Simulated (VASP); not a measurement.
Hf: single point with r2SCAN

The system is Hf.

```xyz
1
Lattice="0.0000 2.3976 2.3976 2.3976 0.0000 2.3976 2.3976 2.3976 0.0000" Properties=species:S:1:pos:R:3 pbc="T T T"
Hf    0.0000    0.0000    0.0000
```

This cell differs from its parent crystal: strain +0.080 along x and y, +0.080 along z.

```
Program             : VASP 6.6.1
Task                : single point
Functional          : r2SCAN
Potentials or basis : VASP PAW PBE potentials, release 64 (Hf_pv)
Cutoff              : 520 eV
k mesh              : 18 × 18 × 18
Occupations         : gaussian, width 0.15 eV
Spin                : no spin polarisation
```

```yaml
Pressure: -16.1 GPa
Band_gap_on_the_k_mesh: zero (bands 5 and 6 overlap by 1.92 eV)
```

Levels at points of the mesh, in eV from the Fermi level:
| k point | band 2 | band 3 | band 4 | band 5 | band 6 | band 7 | band 8 | band 9 |
| --- | --- | --- | --- | --- | --- | --- | --- | --- |
| (0.00, 0.00, 0.00) | -31.96 | -31.96 | -6.85 | 1.41 | 1.41 | 1.41 | 3.73 | 3.73 |
| (0.50, 0.00, 0.00) | -32.01 | -32.01 | -3.21 | -0.15 | 1.31 | 1.31 | 5.27 | 5.27 |
| (0.50, 0.50, 0.00) | -32.10 | -32.10 | -2.56 | -1.54 | 1.52 | 5.34 | 5.68 | 5.68 |

It took 2.9 min on 1 thread of AMD EPYC 9R45 96-Core Processor (Zen 5), with other jobs on the host, peak memory 0.17 GiB.

Caveat: the cell differs from its parent crystal (strain +0.080 along x and y, +0.080 along z); the cell stands under tension; the PAW data sets were made with another functional, which shifts forces and pressure a little; spin-orbit coupling is left out, which moves the levels of the heavy elements.
